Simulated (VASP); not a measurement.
# BN (F-43m) in VASP: further runs

The runs below take BN through single point, with PBEsol.

Everything below comes from runs of VASP 6.6.1. Logs are shortened: lines on timing, memory, paths and dates and some standing lists are left out, and cuts for length are marked.

**1. The cell of the first run**

Symmetry: F-43m, No. 216, cubic system. Conventional cell: a = 3.577 Å, b = 3.577 Å, c = 3.577 Å, α = 90.00°, β = 90.00°, γ = 90.00°. N (site symmetry -43m) has 4 B at 1.55 Å within 2.1 Å. Within 2.1 Å of B (site symmetry -43m) lie 4 N at 1.55 Å.

**2. Single point, PBEsol**

INCAR reads:

```
SYSTEM = BN
ALGO = Normal
EDIFF = 1E-6
ENCUT = 520
GGA = PS
ISIF = 2
ISMEAR = -1
LASPH = .TRUE.
LCHARG = .TRUE.
LELF = .TRUE.
LREAL = .FALSE.
LVHAR = .TRUE.
LWAVE = .FALSE.
NBANDS = 11
NELM = 80
PREC = Accurate
SIGMA = 0.05
```

KPOINTS reads:

```
k-points
0
G
  13 13 13
  0 0 0
```

POSCAR reads:

```
BN
1.0
    0.0000000000      1.7884979828      1.7884979828
    1.7884979828      0.0000000000      1.7884979828
    1.7884979828      1.7884979828      0.0000000000
N B
1 1
Direct
    0.2500000000      0.2500000000      0.2500000000
    0.0000000000      0.0000000000      0.0000000000
```

Potentials or basis: VASP PAW PBE potentials, release 64 (N, B).

On the command line:

```sh
$ cat potpaw_PBE.64/N/POTCAR potpaw_PBE.64/B/POTCAR > POTCAR
$ mpirun -np 1 vasp_std > vasp.out
```

OUTCAR:

```text
SYSTEM = BN
   EDIFF = 1E-6
   ENCUT = 520
   GGA = PS
   ISIF = 2
   ISMEAR = -1
   LASPH = .TRUE.
   LREAL = .FALSE.
   NELM = 80
   PREC = Accurate

 ion  position               nearest neighbor table
   1  0.250  0.250  0.250-   2 1.55   2 1.55   2 1.55   2 1.55
   2  0.000  0.000  0.000-   1 1.55   1 1.55   1 1.55   1 1.55

  LATTYP: Found a face centered cubic cell.
 ALAT       =     3.5769959656

  Lattice vectors:

 A1 = (   0.0000000000,   1.7884979828,   1.7884979828)
 A2 = (   1.7884979828,   0.0000000000,   1.7884979828)
 A3 = (   1.7884979828,   1.7884979828,   0.0000000000)

Analysis of symmetry for initial positions (statically):
=====================================================================
 Subroutine PRICEL returns:
 Original cell was already a primitive cell.

 Routine SETGRP: Setting up the symmetry group for a
 face centered cubic supercell.

 Subroutine GETGRP returns: Found 24 space group operations
 (whereof 24 operations were pure point group operations)
 out of a pool of 48 trial point group operations.

The static configuration has the point symmetry T_d .

Analysis of symmetry for dynamics (positions and initial velocities):
=====================================================================
 Subroutine PRICEL returns:
 Original cell was already a primitive cell.

 Routine SETGRP: Setting up the symmetry group for a
 face centered cubic supercell.

 Subroutine GETGRP returns: Found 24 space group operations
 (whereof 24 operations were pure point group operations)
 out of a pool of 48 trial point group operations.

The dynamic configuration has the point symmetry T_d .

 Subroutine INISYM returns: Found 24 space group operations
 (whereof 24 operations are pure point group operations),
 and found     1 'primitive' translations

----------------------------------------------------------------------------------------

                                     Primitive cell

  volume of cell :      11.4418

  direct lattice vectors                    reciprocal lattice vectors
     0.000000000  1.788497983  1.788497983    -0.279564196  0.279564196  0.279564196
     1.788497983  0.000000000  1.788497983     0.279564196 -0.279564196  0.279564196
     1.788497983  1.788497983  0.000000000     0.279564196  0.279564196 -0.279564196

  length of vectors
     2.529318104  2.529318104  2.529318104     0.484219391  0.484219391  0.484219391

  position of ions in fractional coordinates (direct lattice)
     0.250000000  0.250000000  0.250000000
     0.000000000  0.000000000  0.000000000

  ion indices of the primitive-cell ions
   primitive index   ion index
                 1           1
                 2           2

----------------------------------------------------------------------------------------

 KPOINTS: k-points

Automatic generation of k-mesh.
 Grid dimensions read from file:
 generate k-points for:   13   13   13

 Generating k-lattice:

  Cartesian coordinates                     Fractional coordinates (reciprocal lattice)
    -0.021504938  0.021504938  0.021504938     0.076923077  0.000000000  0.000000000
     0.021504938 -0.021504938  0.021504938     0.000000000  0.076923077  0.000000000
     0.021504938  0.021504938 -0.021504938     0.000000000  0.000000000  0.076923077

  Length of vectors
     0.037247645  0.037247645  0.037247645

  Shift w.r.t. Gamma in fractional coordinates (k-lattice)
     0.000000000  0.000000000  0.000000000

 Subroutine IBZKPT returns following result:
 ===========================================

 Found     84 irreducible k-points:

 Following reciprocal coordinates:
            Coordinates               Weight
  0.000000  0.000000  0.000000      1.000000
  0.076923  0.000000  0.000000      8.000000
  0.153846  0.000000  0.000000      8.000000
  0.230769  0.000000  0.000000      8.000000
  0.307692  0.000000  0.000000      8.000000
  0.384615  0.000000  0.000000      8.000000
[... 16 lines left out ...]
  0.384615  0.153846  0.000000     24.000000
  0.461538  0.153846  0.000000     24.000000
 [... further k-points ...]
   k-points           NKPTS =     84   k-points in BZ     NKDIM =     84   number of bands    NBANDS=     11
   number of dos      NEDOS =    301   number of ions     NIONS =      2
   total plane-waves  NPLWV =   8000
   dimension x,y,z NGX =    20 NGY =   20 NGZ =   20
   dimension x,y,z NGXF=    40 NGYF=   40 NGZF=   40
   ions per type =               1   1
   NGX,Y,Z   is equivalent  to a cutoff of  13.15, 13.15, 13.15 a.u.
   NGXF,Y,Z  is equivalent  to a cutoff of  26.29, 26.29, 26.29 a.u.
 SYSTEM =  BN
   PREC   = accura    normal or accurate (medium, high low for compatibility)
   ISTART =      0    job   : 0-new  1-cont  2-samecut
   ICHARG =      2    charge: 1-file 2-atom 10-const
   ISPIN  =      1    spin polarized calculation?
   LNONCOLLINEAR =      F non collinear calculations
   LSORBIT =      F    spin-orbit coupling
   LASPH  =      T    aspherical Exc in radial PAW
   ENCUT  =  520.0 eV  38.22 Ry    6.18 a.u.   4.70  4.70  4.70*2*pi/ulx,y,z
   NELM   =     80;   NELMIN=  2; NELMDL= -5     # of ELM steps
   EDIFF  = 0.1E-05   stopping-criterion for ELM
   LREAL  =      F    real-space projection
   EDIFFG = 0.1E-04   stopping-criterion for IOM
   NSW    =      0    number of steps for IOM
   IBRION =     -1    ionic relax: 0-MD 1-quasi-New 2-CG
   NFREE  =      0    steps in history (QN), initial steepest desc. (CG)
   ISIF   =      2    stress and relaxation
   ISYM   =      2    0-nonsym 1-usesym 2-fastsym
   POTIM  = 0.5000    time-step for ionic-motion
   TEBEG  =    0.0;   TEEND  =   0.0 temperature during run
   PSTRESS=    0.0 pullay stress
   NELECT =       8.0000    total number of electrons
   NUPDOWN=      -1.0000    fix difference up-down
   EMIN   =  10.00;   EMAX   =-10.00  energy-range for DOS
   EFERMI =   0.00;   METHOD = LEGACY
   ISMEAR =    -1;   SIGMA  =   0.05  broadening in eV -4-tet -1-fermi 0-gaus
   EFERMI_NEDOS =   21; number of points for ismear=-14 and -15
   IALGO  =     38    algorithm
   IMIX   =      4    mixing-type and parameters
     AMIX     =   0.40;   BMIX     =  1.00
     AMIX_MAG =   1.60;   BMIX_MAG =  1.00
  volume/ion in A,a.u.               =       5.72        38.61
  Fermi-wavevector in a.u.,A,eV,Ry     =   1.453025  2.745819 28.725725  2.111281
  Thomas-Fermi vector in A             =   2.570339
   LORBIT       =      0    0 simple, 1 ext, 2 COOP (PROOUT), +10 PAW based schemes
   GGA     = PS    functional components
   LHFCALC =     F    Hartree Fock is set to
   AEXX    =    0.0000 exact exchange contribution
   IVDW    =     0    specifies the selected vdW correction
   LEPSILON=     F    determine dielectric tensor
   LRPA    =     F    only Hartree local field effects (RPA)
 non-spin polarized calculation
  energy-cutoff  :      520.00
  volume of cell :       11.44
 maximum number of plane-waves:       331
   NGX =  9   NGY =  9   NGZ =  9

 number of electron       7.9999998 magnetization

 Free energy of the ion-electron system (eV)
  ---------------------------------------------------
  ext. energy  EPLUGINS =         0.00000000
  ---------------------------------------------------
  free energy    TOTEN  =       -18.33700609 eV

  energy without entropy =      -18.33700609  energy(sigma->0) =      -18.33700609

 E-fermi :   8.8166     XC(G=0): -13.1717

 val. band max:        7.7584217201   @ k =   0.0000   0.0000   0.0000
 cond. band min:      12.1464205209   @ k =   0.4615   0.4615   0.0000
 fundamental gap:      4.3879988008
 Fermi energy:         8.8165815756

 k-point     1 :       0.0000    0.0000    0.0000
  band No.  band energies     occupation
      1     -12.8607      2.00000
      2       7.7584      2.00000
      3       7.7584      2.00000
      4       7.7584      2.00000
      5      16.6688      0.00000
      6      16.6688      0.00000
      7      16.6688      0.00000
      8      18.5423      0.00000
      9      32.8670      0.00000
     10      35.8399      0.00000
     11      35.8399      0.00000

 k-point     2 :       0.0769    0.0000    0.0000
  band No.  band energies     occupation
      1     -12.7120      2.00000
      2       6.9486      2.00000
      3       7.5963      2.00000
      4       7.5963      2.00000
      5      16.8865      0.00000
      6      16.9148      0.00000
      7      16.9148      0.00000
      8      19.0131      0.00000
      9      32.5989      0.00000
     10      33.6443      0.00000
     11      33.6443      0.00000

 k-point     3 :       0.1538    0.0000    0.0000
  band No.  band energies     occupation
      1     -12.2705      2.00000
      2       5.0314      2.00000
      3       7.1917      2.00000
      4       7.1917      2.00000
      5      17.2441      0.00000
      6      17.5043      0.00000
      7      17.5043      0.00000
      8      20.1695      0.00000
      9      31.9729      0.00000
     10      32.0543      0.00000
     11      32.0543      0.00000

 k-point     4 :       0.2308    0.0000    0.0000
  band No.  band energies     occupation
      1     -11.5514      2.00000
      2       2.7108      2.00000
      3       6.7046      2.00000
      4       6.7046      2.00000
      5      17.5865      0.00000
      6      18.1115      0.00000
      7      18.1115      0.00000
      8      21.3932      0.00000
      9      31.4001      0.00000
     10      31.4599      0.00000
     11      31.4599      0.00000
[... 239 lines left out ...]
 k-point    22 :       0.3077    0.1538    0.0000
  band No.  band energies     occupation
      1     -10.7575      2.00000
      2       2.0789      2.00000
      3       5.1003      2.00000
      4       5.5611      2.00000
      5      15.9965      0.00000
      6      20.0407      0.00000
      7      20.4344      0.00000
      8      20.7631      0.00000
      9      27.2566      0.00000
     10      34.5671      0.00000
     11      35.7426      0.00000

 k-point    23 :       0.3846    0.1538    0.0000
  band No.  band energies     occupation
      1      -9.7619      2.00000
      2      -0.0249      2.00000
      3       4.8475      2.00000
      4       4.9715      2.00000
      5      16.3887      0.00000
      6      20.2090      0.00000
      7      20.6148      0.00000
      8      21.5238      0.00000
      9      28.1836      0.00000
     10      34.3586      0.00000
     11      36.0855      0.00000

 k-point    24 :       0.4615    0.1538    0.0000
  band No.  band energies     occupation
      1      -8.7142      2.00000
      2      -1.8167      2.00000
      3       4.3951      2.00000
      4       4.8159      2.00000
      5      16.6893      0.00000
      6      20.2019      0.00000
      7      20.4602      0.00000
      8      22.6977      0.00000
      9      28.8086      0.00000
     10      34.5032      0.00000
     11      36.1475      0.00000

 [... further k-points ...]

------------------------ aborting loop because EDIFF is reached ----------------------------------------

  FORCE on cell =-STRESS in cart. coord.  units (eV):
  Direction    XX          YY          ZZ          XY          YZ          ZX
  --------------------------------------------------------------------------------------
  -------------------------------------------------------------------------------------
  Total        0.7408596      0.7408596      0.7408596      0.0000000      0.0000000     -0.0000000
  in kB      103.7411650    103.7411650    103.7411650      0.0000000      0.0000000     -0.0000000
  external PRESSURE =     103.7411650 kB  Pullay stress =       0.0000000 kB

 VOLUME and BASIS-vectors are now :
 -----------------------------------------------------------------------------
  energy-cutoff  :      520.00
  volume of cell :       11.44
      direct lattice vectors                 reciprocal lattice vectors
     0.000000000  1.788497983  1.788497983    -0.279564196  0.279564196  0.279564196
     1.788497983  0.000000000  1.788497983     0.279564196 -0.279564196  0.279564196
     1.788497983  1.788497983  0.000000000     0.279564196  0.279564196 -0.279564196

 POSITION                                       TOTAL-FORCE (eV/Angst)
 -----------------------------------------------------------------------------------
      0.89425      0.89425      0.89425        -0.000000     -0.000000     -0.000000
      0.00000      0.00000      0.00000         0.000000      0.000000      0.000000
 -----------------------------------------------------------------------------------
    total drift:                                0.000000      0.000000      0.000000

  FREE ENERGIE OF THE ION-ELECTRON SYSTEM (eV)
  ---------------------------------------------------
  free  energy   TOTEN  =       -18.3370060875 eV

  energy  without entropy=      -18.3370060875  energy(sigma->0) =      -18.33700609
```

It took 8.9 s on 1 thread of AMD EPYC 7R13 (Zen 3), shared host; peak memory 0.09 GiB.

What came out:

- Free energy: -18.3370 eV
- Pressure: 10.4 GPa
- Band gap on the k mesh: 4.39 eV, indirect (least direct gap 8.91 eV)

Caveat: the PAW data sets were made with another functional, which shifts forces and pressure a little.

**3. Single point, PBEsol**

This run uses another cell than the first one, of 5.84 Å³/atom, 1.021 times its volume.

INCAR reads:

```
SYSTEM = BN
  ALGO = Normal
  EDIFF = 1E-7
  ENCUT = 520
  GGA = PS
  ISIF = 2
  ISMEAR = -1
  LASPH = .TRUE.
  LCHARG = .FALSE.
  LREAL = .FALSE.
  LWAVE = .FALSE.
  NBANDS = 11
  NELM = 60
  PREC = Accurate
  SIGMA = 0.05
```

KPOINTS is that of step 2.

POSCAR reads:

```
BN
1.0
    0.0000000000      1.8008328414      1.8008328414
    1.8008328414      0.0000000000      1.8008328414
    1.8008328414      1.8008328414      0.0000000000
N B
1 1
Direct
    0.2500000000      0.2500000000      0.2500000000
    0.0000000000      0.0000000000      0.0000000000
```

Potentials or basis: VASP PAW PBE potentials, release 64 (N, B).

On the command line:

```sh
$ cat potpaw_PBE.64/N/POTCAR potpaw_PBE.64/B/POTCAR > POTCAR
$ mpirun -np 1 vasp_std > vasp.out
```

Run time: 8.5 s. Hardware: 1 thread of AMD EPYC 7R13 (Zen 3), shared host; peak memory 0.09 GiB.

Results (log left out):

* Free energy: -18.3465 eV
* Pressure: 1.9 GPa
* Band gap on the k mesh: 4.37 eV, indirect (least direct gap 8.81 eV)

Levels at points of the mesh, in eV from the valence-band top:
```
           k point  band 1  band 2  band 3  band 4  band 5  band 6  band 7  band 8  band 9
(0.00, 0.00, 0.00)  -20.38    0.00    0.00    0.00    8.81    8.81    8.81   10.45   24.72
```

Caveat: the PAW data sets were made with another functional, which shifts forces and pressure a little. A hybrid or GW would open this gap; PBEsol tends to underestimate it.

**4. Single point, PBEsol**

This run uses another cell than the first one, of 6.08 Å³/atom, 1.063 times its volume.

INCAR reads:

```
SYSTEM = BN
  PREC = Accurate
  ENCUT = 520
  EDIFF = 1E-6
  ISMEAR = -1
  SIGMA = 0.05
  LREAL = .False.
  LASPH = .True.
  NELM = 60
  ALGO = Normal
  ISIF = 2
  LWAVE = .False.
  LCHARG = .True.
  GGA = PS
  LELF = .True.
  LVHAR = .True.
  NBANDS = 11
```

KPOINTS reads:

```
Automatic mesh
0
Gamma
  13 13 13
  0 0 0
```

POSCAR reads:

```
BN
1.0
    0.0000000000      1.8250079791      1.8250079791
    1.8250079791      0.0000000000      1.8250079791
    1.8250079791      1.8250079791      0.0000000000
N B
1 1
Direct
    0.2500000000      0.2500000000      0.2500000000
    0.0000000000      0.0000000000      0.0000000000
```

On the command line:

```sh
$ cat potpaw_PBE.64/N/POTCAR potpaw_PBE.64/B/POTCAR > POTCAR
$ mpirun -np 1 vasp_std > vasp.out
```

Wall time 8.7 s (1 thread of AMD EPYC 7R13 (Zen 3), shared host); peak memory 0.09 GiB.

Results (log left out):

| Quantity | Value |
| --- | --- |
| Free energy | -18.3305 eV |
| Pressure | -12.7 GPa |
| Band gap on the k mesh | 4.32 eV, indirect (least direct gap 8.63 eV) |

Levels at points of the mesh, in eV from the valence-band top:
| k point | band 1 | band 2 | band 3 | band 4 | band 5 | band 6 | band 7 | band 8 |
| --- | --- | --- | --- | --- | --- | --- | --- | --- |
| (0.00, 0.00, 0.00) | -19.93 | 0.00 | 0.00 | 0.00 | 8.63 | 8.63 | 8.63 | 9.81 |

Caveat: the PAW data sets were made with another functional, which shifts forces and pressure a little. A k mesh can miss the band edges.

**5. Single point, PBEsol**

This run uses another cell than the first one, of 6.20 Å³/atom, 1.083 times its volume.

INCAR reads:

```
PREC = Accurate
ENCUT = 520
EDIFF = 1E-6
ISMEAR = -1
SIGMA = 0.05
LREAL = F
LASPH = T
NELM = 80
ALGO = Normal
ISIF = 2
LWAVE = F
LCHARG = F
GGA = PS
NBANDS = 11
```

KPOINTS reads:

```
regular mesh
0
Gamma
  13 13 13
```

POSCAR reads:

```
BN
1.0
    0.0000000000      1.8368590123      1.8368590123
    1.8368590123      0.0000000000      1.8368590123
    1.8368590123      1.8368590123      0.0000000000
N B
1 1
Direct
    0.2500000000      0.2500000000      0.2500000000
    0.0000000000      0.0000000000      0.0000000000
```

On the command line:

```sh
$ cat potpaw_PBE.64/N/POTCAR potpaw_PBE.64/B/POTCAR > POTCAR
$ mpirun -np 1 vasp_std > vasp.out
```

Wall time 8.3 s (1 thread of AMD EPYC 7R13 (Zen 3), shared host); peak memory 0.09 GiB.

Results (log left out):

| Quantity | Value |
| --- | --- |
| Free energy | -18.3072 eV |
| Pressure | -19.1 GPa |
| Band gap on the k mesh | 4.30 eV, indirect (least direct gap 8.54 eV) |

Levels at points of the mesh, in eV from the valence-band top:
| k point | band 2 | band 3 | band 4 | band 5 | band 6 | band 7 |
| --- | --- | --- | --- | --- | --- | --- |
| (0.00, 0.00, 0.00) | 0.00 | 0.00 | 0.00 | 8.54 | 8.54 | 8.54 |

Caveat: the PAW data sets were made with another functional, which shifts forces and pressure a little.

**6. Overview**

| cell | gap on the mesh (eV) | pressure (GPa) |
| --- | --- | --- |
| a = 2.529 Å, angles 60.0°, 2 atoms | 4.39 | 10.4 |
| a = 2.547 Å, angles 60.0°, 2 atoms | 4.37 | 1.9 |
| a = 2.581 Å, angles 60.0°, 2 atoms | 4.32 | -12.7 |
| a = 2.598 Å, angles 60.0°, 2 atoms | 4.30 | -19.1 |

Alike in all rows: task single point; level PBEsol; potentials or basis VASP PAW PBE potentials, release 64 (N, B); no spin polarisation; k mesh 13 × 13 × 13; cutoff (eV) 520; smearing fermi-dirac 0.05 eV.

Caveats: the PAW data sets were made with another functional, which shifts forces and pressure a little.

Total energies depend on the potentials used, so only differences within one code and one set of settings carry meaning.
